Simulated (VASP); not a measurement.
# C (Fd-3m) in VASP: settings compared, part 2 of 2

VASP 6.6.1. Earlier steps stand in the parts before.

### Step 3. Single point, BHLYP

This run uses another cell than the first one, of 5.33 Å³/atom.

Input file POSCAR:

```
C
1.0
    0.0000000000      1.7469644787      1.7469644787
    1.7469644787      0.0000000000      1.7469644787
    1.7469644787      1.7469644787      0.0000000000
C
2
Direct
    0.7500000000      0.7500000000      0.7500000000
    0.5000000000      0.5000000000      0.5000000000
```

Input file INCAR.step1:

```
SYSTEM = C
PREC = Accurate
ENCUT = 520
EDIFF = 1E-5
ISMEAR = -1
SIGMA = 0.05
LREAL = .FALSE.
LASPH = .TRUE.
NELM = 80
ALGO = Normal
ISIF = 2
LWAVE = .TRUE.
LCHARG = .FALSE.
GGA = PE
NBANDS = 11
```

Input file INCAR.step2:

```
SYSTEM = C
PREC = Accurate
ENCUT = 520
EDIFF = 1E-7
ISMEAR = -1
SIGMA = 0.05
LREAL = .FALSE.
LASPH = .TRUE.
NELM = 80
ALGO = Normal
ISIF = 2
LWAVE = .FALSE.
LCHARG = .FALSE.
GGA = B5
LHFCALC = .TRUE.
AEXX = 0.5
ALDAX = 0.5
AGGAX = 0.5
AGGAC = 1.0
ALDAC = 0.0
PRECFOCK = Normal
ISTART = 1
NBANDS = 11
```

Input file KPOINTS:

```
regular mesh
0
G
  7 7 7
  0 0 0
```

Potentials or basis: VASP PAW PBE potentials, release 64 (C).

Started as:

```sh
> cat potpaw_PBE.64/C/POTCAR > POTCAR
> cp INCAR.step1 INCAR
> mpirun -np 1 vasp_std > vasp.out
> cp INCAR.step2 INCAR
> mpirun -np 1 vasp_std > vasp.out
```

OUTCAR:

```text
SYSTEM = C
   PREC = Accurate
   ENCUT = 520
   EDIFF = 1E-7
   ISMEAR = -1
   LREAL = .FALSE.
   LASPH = .TRUE.
   NELM = 80
   ISIF = 2
   GGA = B5
   LHFCALC = .TRUE.
   AEXX = 0.5
   PRECFOCK = Normal
   ISTART = 1

 ion  position               nearest neighbor table
   1  0.750  0.750  0.750-   2 1.51   2 1.51   2 1.51   2 1.51
   2  0.500  0.500  0.500-   1 1.51   1 1.51   1 1.51   1 1.51

  LATTYP: Found a face centered cubic cell.
 ALAT       =     3.4939289574

  Lattice vectors:

 A1 = (   0.0000000000,   1.7469644787,   1.7469644787)
 A2 = (   1.7469644787,   0.0000000000,   1.7469644787)
 A3 = (   1.7469644787,   1.7469644787,   0.0000000000)

Analysis of symmetry for initial positions (statically):
=====================================================================
 Subroutine PRICEL returns:
 Original cell was already a primitive cell.

 Routine SETGRP: Setting up the symmetry group for a
 face centered cubic supercell.

 Subroutine GETGRP returns: Found 48 space group operations
 (whereof 24 operations were pure point group operations)
 out of a pool of 48 trial point group operations.

[... 175 lines left out ...]
      1     -17.4010      2.00000
      2       8.8188      2.00000
      3       8.8188      2.00000
      4       8.8188      2.00000
      5      19.2072      0.00000
      6      19.2072      0.00000
      7      19.2072      0.00000
      8      29.4371      0.00000
      9      34.3606      0.00000
     10      41.7075      0.00000
     11      41.7075      0.00000
[... 253 lines left out ...]
 k-point    20 :      -0.2857    0.4286    0.1429
  band No.  band energies     occupation
      1      -7.1788      2.00000
      2      -5.1288      2.00000
      3      -2.2939      2.00000
      4       0.7898      2.00000
      5      22.0392      0.00000
      6      26.2591      0.00000
      7      28.2513      0.00000
      8      29.1183      0.00000
      9      34.9515      0.00000
     10      39.2007      0.00000
     11      43.7241      0.00000

------------------------ aborting loop because EDIFF is reached ----------------------------------------

  FORCE on cell =-STRESS in cart. coord.  units (eV):
  Direction    XX          YY          ZZ          XY          YZ          ZX
  --------------------------------------------------------------------------------------
  -------------------------------------------------------------------------------------
  Total        1.4984510      1.4984510      1.4984510     -0.0000000     -0.0000000     -0.0000000
  in kB      225.1494630    225.1494630    225.1494630     -0.0000000     -0.0000000     -0.0000000
  external PRESSURE =     225.1494630 kB  Pullay stress =       0.0000000 kB

 VOLUME and BASIS-vectors are now :
 -----------------------------------------------------------------------------
  energy-cutoff  :      520.00
  volume of cell :       10.66
      direct lattice vectors                 reciprocal lattice vectors
     0.000000000  1.746964479  1.746964479    -0.286210742  0.286210742  0.286210742
     1.746964479  0.000000000  1.746964479     0.286210742 -0.286210742  0.286210742
     1.746964479  1.746964479  0.000000000     0.286210742  0.286210742 -0.286210742

 POSITION                                       TOTAL-FORCE (eV/Angst)
 -----------------------------------------------------------------------------------
      2.62045      2.62045      2.62045         0.000000      0.000000      0.000000
      1.74696      1.74696      1.74696        -0.000000     -0.000000     -0.000000
 -----------------------------------------------------------------------------------
    total drift:                               -0.000000     -0.000000     -0.000000

  FREE ENERGIE OF THE ION-ELECTRON SYSTEM (eV)
  ---------------------------------------------------
  free  energy   TOTEN  =       -24.7478260848 eV

  energy  without entropy=      -24.7478260848  energy(sigma->0) =      -24.74782608
```

It took 4.8 min on 1 thread of Intel Xeon Platinum 8259CL at 2.50GHz (Skylake/Cascade Lake), shared host; peak memory 0.12 GiB.

What came out:

```
Free energy            : -24.7478 eV
Pressure               : 22.5 GPa
Band gap on the k mesh : 8.77 eV (least direct gap 10.39 eV)
```

Levels at points of the mesh, in eV from the valence-band top:
```tsv
k point	band 2	band 3	band 4	band 5	band 6	band 7
(0.00, 0.00, 0.00)	0.00	0.00	0.00	10.39	10.39	10.39
```

Caveat: the k points lie up to 0.44 Å⁻¹ apart; the PAW data sets were made with another functional, which shifts forces and pressure a little; an odd mesh through Γ misses points on the zone boundary, where band edges can lie.

### Step 4. Single point, BHLYP

This run uses another cell than the first one, of 5.44 Å³/atom.

Input file POSCAR:

```
C
1.0
    0.0000000000      1.7592674508      1.7592674508
    1.7592674508      0.0000000000      1.7592674508
    1.7592674508      1.7592674508      0.0000000000
C
2
Direct
    0.7500000000      0.7500000000      0.7500000000
    0.5000000000      0.5000000000      0.5000000000
```

Input file INCAR.step1:

```
ALGO = Normal
EDIFF = 1E-5
ENCUT = 520
GGA = PE
ISIF = 2
ISMEAR = -1
LASPH = True
LCHARG = False
LREAL = False
LWAVE = True
NBANDS = 11
NELM = 80
PREC = Accurate
SIGMA = 0.05
```

Input file INCAR.step2:

```
AEXX = 0.5
AGGAC = 1.0
AGGAX = 0.5
ALDAC = 0.0
ALDAX = 0.5
ALGO = Normal
EDIFF = 1E-6
ENCUT = 520
GGA = B5
ISIF = 2
ISMEAR = -1
ISTART = 1
LASPH = True
LCHARG = False
LHFCALC = True
LREAL = False
LWAVE = False
NBANDS = 11
NELM = 80
PREC = Accurate
PRECFOCK = Normal
SIGMA = 0.05
```

Input file KPOINTS:

```
k-points
0
Gamma
  7 7 7
```

Started as:

```sh
> cat potpaw_PBE.64/C/POTCAR > POTCAR
> cp INCAR.step1 INCAR
> mpirun -np 1 vasp_std > vasp.out
> cp INCAR.step2 INCAR
> mpirun -np 1 vasp_std > vasp.out
```

Run time: 3.9 min. Hardware: 1 thread of Intel Xeon Platinum 8259CL at 2.50GHz (Skylake/Cascade Lake), shared host; peak memory 0.13 GiB.

The run converged. Its results:

- Free energy: -24.7719 eV
- Pressure: 11.1 GPa
- Band gap on the k mesh: 8.70 eV (least direct gap 10.31 eV)

Levels at points of the mesh, in eV from the valence-band top:
```tsv
k point	band 2	band 3	band 4	band 5	band 6	band 7
(0.00, 0.00, 0.00)	0.00	0.00	0.00	10.31	10.31	10.31
```

Caveat: the k points lie up to 0.44 Å⁻¹ apart; the PAW data sets were made with another functional, which shifts forces and pressure a little; an odd mesh through Γ misses points on the zone boundary, where band edges can lie.

### Step 5. Single point, BHLYP

This run uses another cell than the first one, of 5.56 Å³/atom.

Input file POSCAR:

```
C
1.0
    0.0000000000      1.7714007132      1.7714007132
    1.7714007132      0.0000000000      1.7714007132
    1.7714007132      1.7714007132      0.0000000000
C
2
Direct
    0.7500000000      0.7500000000      0.7500000000
    0.5000000000      0.5000000000      0.5000000000
```

Input file INCAR.step1:

```
ALGO = Normal ; EDIFF = 1E-5
ENCUT = 520 ; GGA = PE
ISIF = 2 ; ISMEAR = -1
LASPH = True ; LCHARG = False
LREAL = False ; LWAVE = True
NBANDS = 11 ; NELM = 80
PREC = Accurate ; SIGMA = 0.05
```

Input file INCAR.step2:

```
AEXX = 0.5 ; AGGAC = 1.0
AGGAX = 0.5 ; ALDAC = 0.0
ALDAX = 0.5 ; ALGO = Normal
EDIFF = 1E-6 ; ENCUT = 520
GGA = B5 ; ISIF = 2
ISMEAR = -1 ; ISTART = 1
LASPH = True ; LCHARG = False
LHFCALC = True ; LREAL = False
LWAVE = False ; NBANDS = 11
NELM = 80 ; PREC = Accurate
PRECFOCK = Normal ; SIGMA = 0.05
```

KPOINTS is that of step 4.

Started as:

```sh
> cat potpaw_PBE.64/C/POTCAR > POTCAR
> cp INCAR.step1 INCAR
> mpirun -np 1 vasp_std > vasp.out
> cp INCAR.step2 INCAR
> mpirun -np 1 vasp_std > vasp.out
```

Wall time 4.1 min (1 thread of Intel Xeon Platinum 8259CL at 2.50GHz (Skylake/Cascade Lake), shared host); peak memory 0.12 GiB.

The run converged. Its results:

| Item | Value |
| --- | --- |
| Free energy | -24.7806 eV |
| Pressure | 0.7 GPa |
| Band gap on the k mesh | 8.64 eV (least direct gap 10.24 eV) |

Levels at points of the mesh, in eV from the valence-band top:
```
           k point  band 2  band 3  band 4  band 5  band 6  band 7
(0.00, 0.00, 0.00)    0.00    0.00    0.00   10.24   10.24   10.24
```

Caveat: the k points lie up to 0.44 Å⁻¹ apart; the PAW data sets were made with another functional, which shifts forces and pressure a little; an odd mesh through Γ misses points on the zone boundary, where band edges can lie.

### Step 6. Overview

```tsv
level	spin	cell	smearing	grid for exact exchange (PRECFOCK)	share of exact exchange	gap on the mesh (eV)	pressure (GPa)
RPBE+D3(BJ)	non-collinear, zero start, SOC	a = 2.522 Å, angles 60.0°, 2 atoms	methfessel-paxton 0.05 eV	-	-	-	-10.1
BHLYP	off	a = 2.471 Å, angles 60.0°, 2 atoms	fermi-dirac 0.05 eV	Normal	0.5	8.77	22.5
BHLYP	off	a = 2.488 Å, angles 60.0°, 2 atoms	fermi-dirac 0.05 eV	Normal	0.5	8.70	11.1
BHLYP	off	a = 2.505 Å, angles 60.0°, 2 atoms	fermi-dirac 0.05 eV	Normal	0.5	8.64	0.7
```

Alike in all rows: task single point; potentials or basis VASP PAW PBE potentials, release 64 (C); k mesh 7 × 7 × 7; cutoff (eV) 520.

Caveats: all runs use coarse meshes; the PAW data sets were made with another functional, which shifts forces and pressure a little; an odd mesh through Γ misses points on the zone boundary, where band edges can lie (at least some runs); three body term missing (at least some runs).

Absolute energies hang on the potentials; compare differences alone.
